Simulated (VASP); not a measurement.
# ZnS (P3m1) in VASP: a series of runs

The runs below take ZnS through single point, with r2SCAN.

All numbers are computed with VASP 6.6.1; they aren't measurements. Logs are shortened: lines on timing, memory, paths and dates and some standing lists are left out, and cuts for length are marked.

## (1) The cell of the first run

It takes space group P3m1 (No. 156, trigonal). The conventional cell has a = 3.823 Å, b = 3.823 Å, c = 12.520 Å, α = 90.00°, β = 90.00°, γ = 120.00°. Within 3.1 Å of Zn (site symmetry 3m) lie 4 S at 2.34 to 2.35 Å. Zn (site symmetry 3m) has 4 S at 2.34 to 2.35 Å within 3.1 Å. Zn (site symmetry 3m) has 4 S at 2.12 to 2.43 Å within 2.8 Å. Zn (site symmetry 3m) has 4 S at 2.34 to 2.35 Å within 3.1 Å. S (site symmetry 3m) has 4 Zn at 2.35 to 2.43 Å within 3.1 Å. S (site symmetry 3m) has 4 Zn at 2.34 to 2.35 Å within 3.1 Å. Within 2.8 Å of S (site symmetry 3m) lie 4 Zn at 2.12 to 2.34 Å. Within 3.1 Å of S (site symmetry 3m) lie 4 Zn at 2.34 to 2.35 Å.

## (2) Single point, r2SCAN (atom 3 (Zn) moved +0.225 Å along Cartesian [0 0 1])

Input file POSCAR:

```
ZnS
1.0
    3.8227020304      0.0000000000      0.0000000000
   -1.9113510152      3.3105570694      0.0000000000
    0.0000000000      0.0000000000     12.5200000000
Zn S
4 4
Direct
    0.0000000000      0.0000000000      0.0000000000
    0.0000000000      0.0000000000      0.5000000000
    0.3333333333      0.6666666667      0.2679712460
    0.6666666667      0.3333333333      0.7500000000
    0.0000000000      0.0000000000      0.1875000000
    0.0000000000      0.0000000000      0.6875000000
    0.3333333333      0.6666666667      0.4375000000
    0.6666666667      0.3333333333      0.9375000000
```

Input file INCAR.step1:

```
SYSTEM = ZnS
  ALGO = Normal
  EDIFF = 1E-4
  ENCUT = 520
  GGA = PE
  ISMEAR = 0
  LASPH = .True.
  LCHARG = .False.
  LREAL = .False.
  LWAVE = .True.
  NBANDS = 46
  NELM = 80
  PREC = Accurate
  SIGMA = 0.05
```

Input file INCAR.step2:

```
SYSTEM = ZnS
  ALGO = Normal
  EDIFF = 1E-6
  ENCUT = 520
  ISIF = 2
  ISMEAR = 0
  ISTART = 1
  LASPH = .True.
  LCHARG = .False.
  LMIXTAU = .True.
  LREAL = .False.
  LWAVE = .False.
  METAGGA = R2SCAN
  NBANDS = 46
  NELM = 80
  PREC = Accurate
  SIGMA = 0.05
```

Input file KPOINTS:

```
k-points
0
Gamma
  6 6 2
  0 0 0
```

Potentials or basis: VASP PAW PBE potentials, release 64 (Zn, S).

Launch:

```sh
cat potpaw_PBE.64/Zn/POTCAR potpaw_PBE.64/S/POTCAR > POTCAR
cp INCAR.step1 INCAR
mpirun -np 1 vasp_std > vasp.out
cp INCAR.step2 INCAR
mpirun -np 1 vasp_std > vasp.out
```

OUTCAR:

```text
SYSTEM = ZnS
   EDIFF = 1E-6
   ENCUT = 520
   ISIF = 2
   ISMEAR = 0
   ISTART = 1
   LASPH = .True.
   LREAL = .False.
   METAGGA = R2SCAN
   NELM = 80
   PREC = Accurate

 ion  position               nearest neighbor table
   1  0.000  0.000  0.000-   8 2.34   8 2.34   8 2.34   5 2.35
   2  0.000  0.000  0.500-   7 2.34   7 2.34   7 2.34   6 2.35
   3  0.333  0.667  0.268-   7 2.12   5 2.43   5 2.43   5 2.43
   4  0.667  0.333  0.750-   6 2.34   6 2.34   6 2.34   8 2.35
   5  0.000  0.000  0.188-   1 2.35   3 2.43   3 2.43   3 2.43
   6  0.000  0.000  0.688-   4 2.34   4 2.34   4 2.34   2 2.35
   7  0.333  0.667  0.438-   3 2.12   2 2.34   2 2.34   2 2.34
   8  0.667  0.333  0.938-   1 2.34   1 2.34   1 2.34   4 2.35

  LATTYP: Found a hexagonal cell.
 ALAT       =     3.8227020304
 C/A-ratio  =     3.2751702593

  Lattice vectors:

 A1 = (   3.8227020304,   0.0000000000,   0.0000000000)
 A2 = (  -1.9113510152,   3.3105570694,   0.0000000000)
 A3 = (   0.0000000000,   0.0000000000,  12.5200000000)

Analysis of symmetry for initial positions (statically):
=====================================================================
 Subroutine PRICEL returns:
 Original cell was already a primitive cell.

 Routine SETGRP: Setting up the symmetry group for a
 hexagonal supercell.

 Subroutine GETGRP returns: Found  6 space group operations
 (whereof  6 operations were pure point group operations)
 out of a pool of 24 trial point group operations.

The static configuration has the point symmetry C_3v.

Analysis of symmetry for dynamics (positions and initial velocities):
=====================================================================
 Subroutine PRICEL returns:
 Original cell was already a primitive cell.

 Routine SETGRP: Setting up the symmetry group for a
 hexagonal supercell.

 Subroutine GETGRP returns: Found  6 space group operations
 (whereof  6 operations were pure point group operations)
 out of a pool of 24 trial point group operations.

The dynamic configuration has the point symmetry C_3v.

 Subroutine INISYM returns: Found  6 space group operations
 (whereof  6 operations are pure point group operations),
 and found     1 'primitive' translations

----------------------------------------------------------------------------------------

                                     Primitive cell

  volume of cell :     158.4440

  direct lattice vectors                    reciprocal lattice vectors
     3.822702030  0.000000000  0.000000000     0.261595069  0.151031983  0.000000000
    -1.911351015  3.310557069  0.000000000     0.000000000  0.302063967  0.000000000
     0.000000000  0.000000000 12.520000000     0.000000000  0.000000000  0.079872204

  length of vectors
     3.822702030  3.822702030 12.520000000     0.302063967  0.302063967  0.079872204

  position of ions in fractional coordinates (direct lattice)
     0.000000000  0.000000000  0.000000000
     0.000000000  0.000000000  0.500000000
     0.333333333  0.666666667  0.267971246
     0.666666667  0.333333333  0.750000000
     0.000000000  0.000000000  0.187500000
     0.000000000  0.000000000  0.687500000
     0.333333333  0.666666667  0.437500000
     0.666666667  0.333333333  0.937500000

  ion indices of the primitive-cell ions
   primitive index   ion index
                 1           1
                 2           2
                 3           3
                 4           4
                 5           5
                 6           6
                 7           7
                 8           8

----------------------------------------------------------------------------------------

 KPOINTS: k-points

Automatic generation of k-mesh.
 Grid dimensions read from file:
 generate k-points for:    6    6    2

 Generating k-lattice:

  Cartesian coordinates                     Fractional coordinates (reciprocal lattice)
     0.043599178  0.025171997  0.000000000     0.166666667  0.000000000  0.000000000
     0.000000000  0.050343994  0.000000000     0.000000000  0.166666667  0.000000000
     0.000000000  0.000000000  0.039936102     0.000000000  0.000000000  0.500000000

  Length of vectors
     0.050343994  0.050343994  0.039936102

  Shift w.r.t. Gamma in fractional coordinates (k-lattice)
     0.000000000  0.000000000  0.000000000

 Subroutine IBZKPT returns following result:
 ===========================================

 Found     14 irreducible k-points:

 Following reciprocal coordinates:
            Coordinates               Weight
  0.000000  0.000000  0.000000      1.000000
  0.166667 -0.000000  0.000000      6.000000
  0.333333  0.000000  0.000000      6.000000
  0.500000  0.000000  0.000000      3.000000
  0.166667  0.166667  0.000000      6.000000
  0.333333  0.166667  0.000000     12.000000
  0.333333  0.333333  0.000000      2.000000
  0.000000  0.000000  0.500000      1.000000
  0.166667 -0.000000  0.500000      6.000000
  0.333333  0.000000  0.500000      6.000000
  0.500000  0.000000  0.500000      3.000000
  0.166667  0.166667  0.500000      6.000000
  0.333333  0.166667  0.500000     12.000000
  0.333333  0.333333  0.500000      2.000000
   k-points           NKPTS =     14   k-points in BZ     NKDIM =     14   number of bands    NBANDS=     46
   number of dos      NEDOS =    301   number of ions     NIONS =      8
   total plane-waves  NPLWV =  75264
   dimension x,y,z NGX =    28 NGY =   28 NGZ =   96
   dimension x,y,z NGXF=    56 NGYF=   56 NGZF=  192
   ions per type =               4   4
   NGX,Y,Z   is equivalent  to a cutoff of  12.18, 12.18, 12.75 a.u.
   NGXF,Y,Z  is equivalent  to a cutoff of  24.35, 24.35, 25.49 a.u.
 SYSTEM =  ZnS
   PREC   = accura    normal or accurate (medium, high low for compatibility)
   ISTART =      1    job   : 0-new  1-cont  2-samecut
   ICHARG =      0    charge: 1-file 2-atom 10-const
   ISPIN  =      1    spin polarized calculation?
   LNONCOLLINEAR =      F non collinear calculations
   LSORBIT =      F    spin-orbit coupling
   LASPH  =      T    aspherical Exc in radial PAW
   ENCUT  =  520.0 eV  38.22 Ry    6.18 a.u.   7.11  7.11 23.28*2*pi/ulx,y,z
   NELM   =     80;   NELMIN=  2; NELMDL=  0     # of ELM steps
   EDIFF  = 0.1E-05   stopping-criterion for ELM
   LREAL  =      F    real-space projection
   EDIFFG = 0.1E-04   stopping-criterion for IOM
   NSW    =      0    number of steps for IOM
   IBRION =     -1    ionic relax: 0-MD 1-quasi-New 2-CG
   NFREE  =      0    steps in history (QN), initial steepest desc. (CG)
   ISIF   =      2    stress and relaxation
   ISYM   =      2    0-nonsym 1-usesym 2-fastsym
   POTIM  = 0.5000    time-step for ionic-motion
   TEBEG  =    0.0;   TEEND  =   0.0 temperature during run
   PSTRESS=    0.0 pullay stress
   NELECT =      72.0000    total number of electrons
   NUPDOWN=      -1.0000    fix difference up-down
   EMIN   =  10.00;   EMAX   =-10.00  energy-range for DOS
   EFERMI =   0.00;   METHOD = LEGACY
   ISMEAR =     0;   SIGMA  =   0.05  broadening in eV -4-tet -1-fermi 0-gaus
   EFERMI_NEDOS =   21; number of points for ismear=-14 and -15
   IALGO  =     38    algorithm
   IMIX   =      4    mixing-type and parameters
     AMIX     =   0.40;   BMIX     =  1.00
     AMIX_MAG =   1.60;   BMIX_MAG =  1.00
  volume/ion in A,a.u.               =      19.81       133.65
  Fermi-wavevector in a.u.,A,eV,Ry     =   1.258617  2.378442 21.553229  1.584118
  Thomas-Fermi vector in A             =   2.392218
   LORBIT       =      0    0 simple, 1 ext, 2 COOP (PROOUT), +10 PAW based schemes
   METAGGA = R2SCAN    functional components
   LHFCALC =     F    Hartree Fock is set to
   AEXX    =    0.0000 exact exchange contribution
   IVDW    =     0    specifies the selected vdW correction
   LEPSILON=     F    determine dielectric tensor
   LRPA    =     F    only Hartree local field effects (RPA)
 non-spin polarized calculation
 Gauss-broadening in eV      SIGMA  =   0.05
  energy-cutoff  :      520.00
  volume of cell :      158.44
 maximum number of plane-waves:      4296
   NGX = 15   NGY = 15   NGZ = 47

 number of electron      71.9999987 magnetization

 Free energy of the ion-electron system (eV)
  ---------------------------------------------------
  ext. energy  EPLUGINS =         0.00000000
  ---------------------------------------------------
  free energy    TOTEN  =       -75.17148690 eV

  energy without entropy =      -75.17148690  energy(sigma->0) =      -75.17148690

 E-fermi :   2.3243     XC(G=0): -10.2591

 val. band max:        2.0516202787   @ k =   0.0000   0.0000   0.0000
 cond. band min:       4.4284054310   @ k =   0.0000   0.0000   0.0000
 fundamental gap:      2.3767851523
 Fermi energy:         2.3243066631

 k-point     1 :       0.0000    0.0000    0.0000
  band No.  band energies     occupation
      1     -12.2242      2.00000
      2     -11.6365      2.00000
      3     -11.2286      2.00000
      4     -10.5676      2.00000
      5      -5.0875      2.00000
      6      -5.0537      2.00000
[... 38 lines left out ...]
     45       8.8320      0.00000
     46       9.1669      0.00000

 k-point     2 :       0.1667   -0.0000    0.0000
  band No.  band energies     occupation
      1     -12.0621      2.00000
      2     -11.4838      2.00000
      3     -11.0860      2.00000
      4     -10.4510      2.00000
      5      -5.0738      2.00000
      6      -5.0242      2.00000
[... 38 lines left out ...]
     45       9.0386      0.00000
     46       9.2519      0.00000

 k-point     3 :       0.3333    0.0000    0.0000
  band No.  band energies     occupation
      1     -11.6999      2.00000
      2     -11.1430      2.00000
      3     -10.7806      2.00000
      4     -10.2049      2.00000
      5      -5.0702      2.00000
      6      -4.9285      2.00000
[... 38 lines left out ...]
     45       9.0875      0.00000
     46       9.8787      0.00000

 k-point     4 :       0.5000    0.0000    0.0000
  band No.  band energies     occupation
      1     -11.4940      2.00000
      2     -10.9475      2.00000
      3     -10.6198      2.00000
      4     -10.0745      2.00000
      5      -5.0513      2.00000
      6      -4.8942      2.00000
[... 430 lines left out ...]
     45       9.1778      0.00000
     46       9.4498      0.00000

 k-point    13 :       0.3333    0.1667    0.5000
  band No.  band energies     occupation
      1     -11.4996      2.00000
      2     -10.9532      2.00000
      3     -10.6217      2.00000
      4     -10.0757      2.00000
      5      -4.9984      2.00000
      6      -4.8974      2.00000
[... 38 lines left out ...]
     45       9.5115      0.00000
     46       9.8295      0.00000

 k-point    14 :       0.3333    0.3333    0.5000
  band No.  band energies     occupation
      1     -11.3975      2.00000
      2     -10.8515      2.00000
      3     -10.5455      2.00000
      4     -10.0097      2.00000
      5      -4.9458      2.00000
      6      -4.8923      2.00000
[... 38 lines left out ...]
     45       9.4618      0.00000
     46       9.8893      0.00000

------------------------ aborting loop because EDIFF is reached ----------------------------------------

  FORCE on cell =-STRESS in cart. coord.  units (eV):
  Direction    XX          YY          ZZ          XY          YZ          ZX
  --------------------------------------------------------------------------------------
  -------------------------------------------------------------------------------------
  Total       -1.3651124     -1.3651124      1.7652288      0.0000000      0.0000000      0.0000000
  in kB      -13.8039427    -13.8039427     17.8498973      0.0000000      0.0000000      0.0000000
  external PRESSURE =      -3.2526627 kB  Pullay stress =       0.0000000 kB

 VOLUME and BASIS-vectors are now :
 -----------------------------------------------------------------------------
  energy-cutoff  :      520.00
  volume of cell :      158.44
      direct lattice vectors                 reciprocal lattice vectors
     3.822702030  0.000000000  0.000000000     0.261595069  0.151031983  0.000000000
    -1.911351015  3.310557069  0.000000000     0.000000000  0.302063967  0.000000000
     0.000000000  0.000000000 12.520000000     0.000000000  0.000000000  0.079872204

 POSITION                                       TOTAL-FORCE (eV/Angst)
 -----------------------------------------------------------------------------------
      0.00000      0.00000      0.00000        -0.000000     -0.000000      0.216430
      0.00000      0.00000      6.26000        -0.000000      0.000000      0.234641
     -0.00000      2.20704      3.35500         0.000000     -0.000000     -2.771140
      1.91135      1.10352      9.39000         0.000000      0.000000      0.189812
      0.00000      0.00000      2.34750         0.000000      0.000000      0.648685
      0.00000      0.00000      8.60750         0.000000      0.000000     -0.218922
     -0.00000      2.20704      5.47750         0.000000      0.000000      1.840361
      1.91135      1.10352     11.73750         0.000000      0.000000     -0.139866
 -----------------------------------------------------------------------------------
    total drift:                                0.000004     -0.000004     -0.076729

  FREE ENERGIE OF THE ION-ELECTRON SYSTEM (eV)
  ---------------------------------------------------
  free  energy   TOTEN  =       -75.1714868979 eV

  energy  without entropy=      -75.1714868979  energy(sigma->0) =      -75.17148690
```

It took 4 min on 1 thread of Intel Xeon Platinum 8488C (Sapphire Rapids), shared host; peak memory 0.32 GiB.

Results:

| Property | Result |
| --- | --- |
| Free energy | -75.1715 eV |
| Pressure | -0.3 GPa |
| Largest force | 2.771 eV/Å |
| Band gap on the k mesh | 2.38 eV |

Forces in eV/Å, atoms in the order of the input:
```
Zn   0.000  0.000  0.216
Zn   0.000  0.000  0.235
Zn   0.000  0.000 -2.771
Zn   0.000  0.000  0.190
S    0.000  0.000  0.649
S    0.000  0.000 -0.219
S    0.000  0.000  1.840
S    0.000  0.000 -0.140
```

Caveat: the cell differs from its parent crystal (atom 3 (Zn) moved +0.225 Å along Cartesian [0 0 1]); the PAW data sets were made with another functional, which shifts forces and pressure a little.

## (3) Single point, r2SCAN (atom 3 (Zn) moved -0.113 Å along Cartesian [0 0 1])

POSCAR: that of step 2 with these lines changed.

```diff
@@ -10,3 +10,3 @@
     0.0000000000      0.0000000000      0.5000000000
-    0.3333333333      0.6666666667      0.2679712460
+    0.3333333333      0.6666666667      0.2410143770
     0.6666666667      0.3333333333      0.7500000000
```

Input file INCAR.step1:

```
SYSTEM = ZnS
PREC = Accurate
ENCUT = 520
ISMEAR = 0
SIGMA = 0.05
LREAL = .False.
LASPH = .True.
NELM = 80
NBANDS = 46
GGA = PE
ALGO = Normal
EDIFF = 1E-4
LWAVE = .True.
LCHARG = .False.
```

Input file INCAR.step2:

```
SYSTEM = ZnS
PREC = Accurate
ENCUT = 520
EDIFF = 1E-6
ISMEAR = 0
SIGMA = 0.05
LREAL = .False.
LASPH = .True.
NELM = 80
ALGO = Normal
ISIF = 2
LWAVE = .False.
LCHARG = .False.
METAGGA = R2SCAN
LMIXTAU = .True.
NBANDS = 46
ISTART = 1
```

Input file KPOINTS:

```
regular mesh
0
Gamma
  6 6 2
  0 0 0
```

Potentials or basis: VASP PAW PBE potentials, release 64 (Zn, S).

Launch:

```sh
cat potpaw_PBE.64/Zn/POTCAR potpaw_PBE.64/S/POTCAR > POTCAR
cp INCAR.step1 INCAR
mpirun -np 1 vasp_std > vasp.out
cp INCAR.step2 INCAR
mpirun -np 1 vasp_std > vasp.out
```

OUTCAR:

```text
SYSTEM = ZnS
   PREC = Accurate
   ENCUT = 520
   EDIFF = 1E-6
   ISMEAR = 0
   LREAL = .False.
   LASPH = .True.
   NELM = 80
   ISIF = 2
   METAGGA = R2SCAN
   ISTART = 1

 ion  position               nearest neighbor table
   1  0.000  0.000  0.000-   8 2.34   8 2.34   8 2.34   5 2.35
   2  0.000  0.000  0.500-   7 2.34   7 2.34   7 2.34   6 2.35
   3  0.333  0.667  0.241-   5 2.31   5 2.31   5 2.31   7 2.46
   4  0.667  0.333  0.750-   6 2.34   6 2.34   6 2.34   8 2.35
   5  0.000  0.000  0.188-   3 2.31   3 2.31   3 2.31   1 2.35
   6  0.000  0.000  0.688-   4 2.34   4 2.34   4 2.34   2 2.35
   7  0.333  0.667  0.438-   2 2.34   2 2.34   2 2.34   3 2.46
   8  0.667  0.333  0.938-   1 2.34   1 2.34   1 2.34   4 2.35
[... 886 lines left out ...]
  in kB       -4.2080680     -4.2080680    -14.2862163     -0.0000000      0.0000000      0.0000000
  external PRESSURE =      -7.5674507 kB  Pullay stress =       0.0000000 kB

 VOLUME and BASIS-vectors are now :
 -----------------------------------------------------------------------------
  energy-cutoff  :      520.00
  volume of cell :      158.44
      direct lattice vectors                 reciprocal lattice vectors
     3.822702030  0.000000000  0.000000000     0.261595069  0.151031983  0.000000000
    -1.911351015  3.310557069  0.000000000     0.000000000  0.302063967  0.000000000
     0.000000000  0.000000000 12.520000000     0.000000000  0.000000000  0.079872204

 POSITION                                       TOTAL-FORCE (eV/Angst)
 -----------------------------------------------------------------------------------
      0.00000      0.00000      0.00000        -0.000000      0.000000     -0.111438
      0.00000      0.00000      6.26000        -0.000000      0.000000     -0.102853
     -0.00000      2.20704      3.01750         0.000000     -0.000000      0.815783
      1.91135      1.10352      9.39000        -0.000000      0.000000     -0.098053
      0.00000      0.00000      2.34750         0.000000      0.000000     -0.315572
      0.00000      0.00000      8.60750         0.000000      0.000000      0.063331
     -0.00000      2.20704      5.47750         0.000000      0.000000     -0.353714
      1.91135      1.10352     11.73750         0.000000      0.000000      0.102517
 -----------------------------------------------------------------------------------
    total drift:                               -0.000003     -0.000001     -0.067585

  FREE ENERGIE OF THE ION-ELECTRON SYSTEM (eV)
  ---------------------------------------------------
  free  energy   TOTEN  =       -75.3975380356 eV

  energy  without entropy=      -75.3975380356  energy(sigma->0) =      -75.39753804
```

It took 4.5 min on 1 thread of Intel Xeon Platinum 8488C (Sapphire Rapids), shared host; peak memory 0.32 GiB.

Results:

* Free energy: -75.3975 eV
* Pressure: -0.8 GPa
* Largest force: 0.816 eV/Å
* Band gap on the k mesh: 2.62 eV

Forces on the atoms (eV/Å):
```
Zn   0.000  0.000 -0.111
Zn   0.000  0.000 -0.103
Zn   0.000  0.000  0.816
Zn   0.000  0.000 -0.098
S    0.000  0.000 -0.316
S    0.000  0.000  0.063
S    0.000  0.000 -0.354
S    0.000  0.000  0.103
```

Stress tensor (GPa, compression positive):
```
-0.42  0.00  0.00
 0.00 -0.42  0.00
 0.00  0.00 -1.43
```

Levels at points of the mesh, in eV from the valence-band top:
```tsv
k point	band 32	band 33	band 34	band 35	band 36	band 37	band 38	band 39	band 40	band 41
(0.00, 0.00, 0.00)	-0.43	-0.43	-0.06	0.00	0.00	2.62	3.53	3.82	4.18	6.73
(0.50, 0.00, 0.00)	-1.82	-1.68	-1.59	-1.09	-0.94	3.68	3.70	4.04	4.79	5.23
(0.00, 0.00, 0.50)	-0.74	-0.29	-0.29	-0.06	-0.06	3.27	3.52	3.66	3.93	6.65
(0.50, 0.00, 0.50)	-2.05	-1.63	-1.42	-1.32	-1.06	3.92	4.03	4.43	4.48	4.99
```

Caveat: the cell differs from its parent crystal (atom 3 (Zn) moved -0.113 Å along Cartesian [0 0 1]); the PAW data sets were made with another functional, which shifts forces and pressure a little.
